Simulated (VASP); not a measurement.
Set up this calculation in VASP 6.6.1, as the native input.

- Task: single point
- Functional: PBE
- Potentials or basis: VASP PAW PBE potentials, release 64 (Al, Bi_d, O)
- Cutoff: 520 eV
- k mesh: 4 × 4 × 4
- Occupations: gaussian, width 0.1 eV
- Spin: no spin polarisation
- Dipole correction: no
- Further INCAR settings: ALGO = Normal; EDIFF = 1e-06; NBANDS = 30

The structure of Al3BiO3 lies in POSCAR:

```
Al3BiO3
1.0
    3.0828087297     -3.6792141975      0.0256472442
    3.0828087297      3.6792141975      0.0256472442
   -1.9640834936      0.0000000000      4.7029898853
Al Bi O
3 1 3
Direct
    0.6160395582      0.6160395582      0.1023749546
    0.7581272455      0.3055903967      0.5483526232
    0.3055903967      0.7581272455      0.5483526232
    0.1316153876      0.1316153876      0.9490659555
    0.5367325383      0.9191420944      0.3525064670
    0.9191420944      0.5367325383      0.3525064670
    0.5586128292      0.5586128292      0.7189489798
```

One way to write it, as run:

INCAR

```
ALGO = Normal
EDIFF = 1E-6
ENCUT = 520
GGA = PE
ISIF = 2
ISMEAR = 0
LASPH = True
LCHARG = False
LREAL = False
LWAVE = False
NBANDS = 30
NELM = 60
PREC = Accurate
SIGMA = 0.1
```

KPOINTS

```
k-points
0
Gamma
  4 4 4
```

Potentials or basis: VASP PAW PBE potentials, release 64 (Al, Bi_d, O).

Launch:

```sh
$ cat potpaw_PBE.64/Al/POTCAR potpaw_PBE.64/Bi_d/POTCAR potpaw_PBE.64/O/POTCAR > POTCAR
$ mpirun -np 1 vasp_std > vasp.out
```

Results of the run:

- Pressure: -0.1 GPa
- Largest force: 0.016 eV/Å
- Band gap on the k mesh: 0.82 eV, indirect (least direct gap 0.93 eV)

Caveat: spin-orbit coupling is left out, which moves the levels of the heavy elements.

Run time: 55 s on 1 thread of Intel(R) Xeon(R) Platinum 8488C (Sapphire Rapids), with other jobs on the host, peak memory 0.25 GiB.
